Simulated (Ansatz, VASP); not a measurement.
**GaP: VASP beside Ansatz**

The input INCAR:

```
  ALGO = Normal
  EDIFF = 1E-7
  ENCUT = 520
  GGA = PS
  ISIF = 2
  ISMEAR = 0
  LASPH = T
  LCHARG = T
  LELF = T
  LREAL = F
  LVHAR = T
  LWAVE = F
  NBANDS = 16
  NELM = 80
  PREC = Accurate
  SIGMA = 0.02
```

The input KPOINTS:

```
k-points
0
Gamma
  8 8 8
```

Contents of POSCAR:

```
GaP
1.0
    0.0000000000      2.7192244544      2.7192244544
    2.7192244544      0.0000000000      2.7192244544
    2.7192244544      2.7192244544      0.0000000000
Ga P
1 1
Direct
    0.0000000000      0.0000000000      0.0000000000
    0.2500000000      0.2500000000      0.2500000000
```

Input for Ansatz:

```yaml
crystal:
  lattice:
    - [0.0, 2.7192244544, 2.7192244544]
    - [2.7192244544, 0.0, 2.7192244544]
    - [2.7192244544, 2.7192244544, 0.0]
  atoms:
    - { symbol: Ga, position: [0.0, 0.0, 0.0] }
    - { symbol: P, position: [0.25, 0.25, 0.25] }
basis:
  ecutwfc: 420
  xc_grid: 2
kpoints:
  mp_grid: { grid: [8, 8, 8] }
  band_path: { path: [VBM, CBM], npoints: 2 }
hamiltonian:
  xc: pbesol
scf:
  occupations: { method: gaussian, width: 0.02 }
output:
  forces: true
  stress: true
  eigenvalues: true
```

Alike in both runs: task single point; functional PBEsol; k mesh 8 × 8 × 8; occupations gaussian, width 0.02 eV; no spin polarisation.

|  | VASP | Ansatz |
| --- | --- | --- |
| version | VASP 6.6.1 | Ansatz 0.2.0 |
| potentials or method | VASP PAW PBE potentials, release 64 (Ga_d, P), cutoff 520 eV | scalar-relativistic, plane waves, PAW |
| valence electrons in the cell | 18 | 18 |

Ansatz gave:

* gap on the k mesh at the Fermi level (eV): 1.50
* least direct gap on the mesh (eV): 1.80
* pressure (GPa): 0.0

Q: Which values does VASP return?

A: gap on the k mesh at the Fermi level (eV): 1.50; least direct gap on the mesh (eV): 1.80; pressure (GPa): -0.1.

VASP's potentials were made for PBE, not for PBEsol.
